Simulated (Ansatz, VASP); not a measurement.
Zr, level by level in two programs

```
CELL_PARAMETERS angstrom
-1.81000 1.81000 1.81000
1.81000 -1.81000 1.81000
1.81000 1.81000 -1.81000
ATOMIC_POSITIONS crystal
Zr 0.00000 0.00000 0.00000
```

Single points on this cell with VASP 6.6.1 and Ansatz 0.2.0. Each row is one pair of runs. Alike in all rows: spin: off; smearing: fermi-dirac, width 0.05 eV.

| level | k mesh | VASP's potentials, cutoff | Ansatz's potentials, cutoff | gap on the k mesh at the Fermi level (eV), VASP | gap on the k mesh at the Fermi level (eV), Ansatz | pressure (GPa), VASP | pressure (GPa), Ansatz |
| --- | --- | --- | --- | --- | --- | --- | --- |
| PBE | 8 × 8 × 8 | VASP PAW PBE potentials, release 64 (Zr_sv), 500 eV | Ansatz PAW, 420 eV | none | none | -2.7 | -2.7 |
| RPBE | 10 × 10 × 10 | VASP PAW PBE potentials, release 64 (Zr_sv), 500 eV | Ansatz PAW, 420 eV | none | none | -1.1 | -1.2 |
| LDA | 10 × 10 × 10 | VASP PAW LDA potentials, release 64 (Zr_sv), 500 eV | Ansatz PAW, 420 eV | none | none | -9.7 | -9.8 |
| PBEsol | 10 × 10 × 10 | VASP PAW PBE potentials, release 64 (Zr_sv), 500 eV | Ansatz PAW, 420 eV | none | none | -7.0 | -7.0 |
| r2SCAN | 10 × 10 × 10 | VASP PAW PBE potentials, release 64 (Zr_sv), 550 eV | Ansatz PAW, 500 eV | none | none | -2.7 | -2.7 |

Pressure (GPa): the two programs differ by at most 0.08.

A gap of «none» marks a metal or a gap that the smearing closes.
